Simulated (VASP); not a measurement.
# InF (zincblende type) (F-43m) in VASP: a series of runs, part 2 of 2

VASP 6.6.1.

**4. Electric field gradients, PBE (volume scaled by 1.06)**

The input, INCAR:

```
PREC = Accurate ; ENCUT = 520
EDIFF = 1E-8 ; ISMEAR = -1
SIGMA = 0.05 ; LREAL = F
LASPH = T ; NELM = 80
ALGO = Normal ; ISIF = 2
LWAVE = F ; LCHARG = F
GGA = PE ; LEFG = T
NBANDS = 17
```

The input, KPOINTS:

```
Automatic mesh
0
Gamma
  13 13 13
```

The input, POSCAR:

```
InF
1.0
    0.0000000000      3.0634122134      3.0634122134
    3.0634122134      0.0000000000      3.0634122134
    3.0634122134      3.0634122134      0.0000000000
In F
1 1
Direct
    0.0000000000      0.0000000000      0.0000000000
    0.2500000000      0.2500000000      0.2500000000
```

Potentials or basis: VASP PAW PBE potentials, release 64 (In_d, F).

The run is started by

```bash
cat potpaw_PBE.64/In_d/POTCAR potpaw_PBE.64/F/POTCAR > POTCAR
mpirun -np 1 vasp_std > vasp.out
```

OUTCAR:

```text
PREC = Accurate
   ENCUT = 520
   EDIFF = 1E-8
   ISMEAR = -1
   LREAL = F
   LASPH = T
   NELM = 80
   ISIF = 2
   GGA = PE

 ion  position               nearest neighbor table
   1  0.000  0.000  0.000-   2 2.65   2 2.65   2 2.65   2 2.65
   2  0.250  0.250  0.250-   1 2.65   1 2.65   1 2.65   1 2.65

  LATTYP: Found a face centered cubic cell.
 ALAT       =     6.1268244268

  Lattice vectors:

 A1 = (   0.0000000000,   3.0634122134,   3.0634122134)
 A2 = (   3.0634122134,   0.0000000000,   3.0634122134)
 A3 = (   3.0634122134,   3.0634122134,   0.0000000000)

Analysis of symmetry for initial positions (statically):
=====================================================================
 Subroutine PRICEL returns:
 Original cell was already a primitive cell.

 Routine SETGRP: Setting up the symmetry group for a
 face centered cubic supercell.

[... 666 lines left out ...]
  energy-cutoff  :      520.00
  volume of cell :       57.50
      direct lattice vectors                 reciprocal lattice vectors
     0.000000000  3.063412213  3.063412213    -0.163216689  0.163216689  0.163216689
     3.063412213  0.000000000  3.063412213     0.163216689 -0.163216689  0.163216689
     3.063412213  3.063412213  0.000000000     0.163216689  0.163216689 -0.163216689

 POSITION                                       TOTAL-FORCE (eV/Angst)
 -----------------------------------------------------------------------------------
      0.00000      0.00000      0.00000         0.000000      0.000000     -0.000000
      1.53171      1.53171      1.53171         0.000000      0.000000      0.000000
 -----------------------------------------------------------------------------------
    total drift:                               -0.000000     -0.000000     -0.000000

  FREE ENERGIE OF THE ION-ELECTRON SYSTEM (eV)
  ---------------------------------------------------
  free  energy   TOTEN  =        -7.4270061551 eV

  energy  without entropy=       -7.4270061551  energy(sigma->0) =       -7.42700616

 Electric field gradients (V/A^2)
---------------------------------------------------------------------
 ion       V_xx      V_yy      V_zz      V_xy      V_xz      V_yz
---------------------------------------------------------------------
   1      -0.000    -0.000    -0.000    -0.002    -0.002    -0.002
   2      -0.000    -0.000     0.000     0.008     0.008     0.008
---------------------------------------------------------------------

 Electric field gradients after diagonalization (V/A^2)
 (convention: |V_zz| > |V_xx| > |V_yy|)
----------------------------------------------------------------------
 ion       V_xx      V_yy      V_zz     asymmetry (V_yy - V_xx)/ V_zz
----------------------------------------------------------------------
   1       0.002     0.002    -0.003       0.000
   2      -0.008    -0.008     0.016       0.000
----------------------------------------------------------------------

           NMR quadrupolar parameters

 Cq : quadrupolar parameter    Cq=e*Q*V_zz/h
 eta: asymmetry parameters     (V_yy - V_xx)/ V_zz
 Q  : nuclear electric quadrupole moment in mb (millibarn)
----------------------------------------------------------------------
 ion       Cq(MHz)       eta       Q (mb)
----------------------------------------------------------------------
   1      -0.000       0.000       1.000
   2       0.000       0.000       1.000
----------------------------------------------------------------------
```

OSZICAR:

```text
N       E                     dE             d eps       ncg     rms          rms(c)
DAV:   1     0.163448664917E+03    0.16345E+03   -0.98449E+03  2889   0.131E+03
DAV:   2     0.640349588941E+01   -0.15705E+03   -0.14808E+03  3044   0.336E+02
DAV:   3    -0.844161899275E+01   -0.14845E+02   -0.14769E+02  3315   0.107E+02
DAV:   4    -0.880128369318E+01   -0.35966E+00   -0.35945E+00  3640   0.181E+01
DAV:   5    -0.881595863429E+01   -0.14675E-01   -0.14674E-01  3762   0.328E+00    0.621E+00
DAV:   6    -0.749379338709E+01    0.13222E+01   -0.54942E+00  4351   0.172E+01    0.308E+00
DAV:   7    -0.745496338248E+01    0.38830E-01   -0.38149E-01  2952   0.357E+00    0.122E+00
DAV:   8    -0.742594850359E+01    0.29015E-01   -0.47050E-02  3071   0.196E+00    0.275E-01
DAV:   9    -0.742570913104E+01    0.23937E-03   -0.10453E-02  3228   0.734E-01    0.130E-01
DAV:  10    -0.742711080310E+01   -0.14017E-02   -0.26822E-03  2977   0.344E-01    0.985E-02
DAV:  11    -0.742699469440E+01    0.11611E-03   -0.81393E-04  3471   0.188E-01    0.443E-02
DAV:  12    -0.742701447693E+01   -0.19783E-04   -0.15704E-04  3592   0.964E-02    0.240E-02
DAV:  13    -0.742700623146E+01    0.82455E-05   -0.20805E-05  3352   0.331E-02    0.834E-03
DAV:  14    -0.742700610604E+01    0.12543E-06   -0.41502E-06  3158   0.114E-02    0.122E-03
DAV:  15    -0.742700617965E+01   -0.73609E-07   -0.45334E-07  4169   0.466E-03    0.126E-03
DAV:  16    -0.742700612258E+01    0.57064E-07   -0.35942E-08  2957   0.186E-03    0.109E-03
DAV:  17    -0.742700615605E+01   -0.33471E-07   -0.30477E-08  2754   0.145E-03    0.405E-04
DAV:  18    -0.742700615513E+01    0.92314E-09   -0.16573E-09  1631   0.361E-04
   1 F= -.74270062E+01 E0= -.74270062E+01  d E =-.467066E-10
```

stdout:

```text
POSCAR found type information on POSCAR InF
 POSCAR found :  2 types and       2 ions
 scaLAPACK will be used
 LDA part: xc-table for (Slater+PW92), standard interpolation
 POSCAR, INCAR and KPOINTS ok, starting setup
 FFT: planning ... GRIDC
 FFT: planning ... GRID_SOFT
 FFT: planning ... GRID
 WAVECAR not read
 entering main loop
ion   1

ion   2
```

Run time: 1.9 min. Hardware: 1 thread of AMD EPYC 7R43 (Zen 3), shared host; peak memory 0.18 GiB.

Results:

```
Free energy            : -7.4270 eV
Pressure               : -1.2 GPa
Band gap on the k mesh : 2.14 eV, direct
```

Caveat: without QUAD_EFG the Cq values of the log hold for a quadrupole moment of 1 mb, not for the nuclei; spin-orbit coupling is left out, which moves the levels of the heavy elements. A k mesh can miss the band edges.

**5. Overview**

| cell | gap on the mesh (eV) | pressure (GPa) |
| --- | --- | --- |
| a = 4.249 Å, angles 60.0°, 2 atoms | 1.92 | -0.1 |
| a = 4.291 Å, angles 60.0°, 2 atoms | 2.03 | -0.7 |
| a = 4.332 Å, angles 60.0°, 2 atoms | 2.14 | -1.2 |

Alike in all rows: task electric field gradients; level PBE; potentials or basis VASP PAW PBE potentials, release 64 (In_d, F); no spin polarisation; k mesh 13 × 13 × 13; cutoff (eV) 520; smearing fermi-dirac 0.05 eV.

Caveats: spin-orbit coupling is left out, which moves the levels of the heavy elements.

Absolute energies hang on the potentials; compare differences alone.
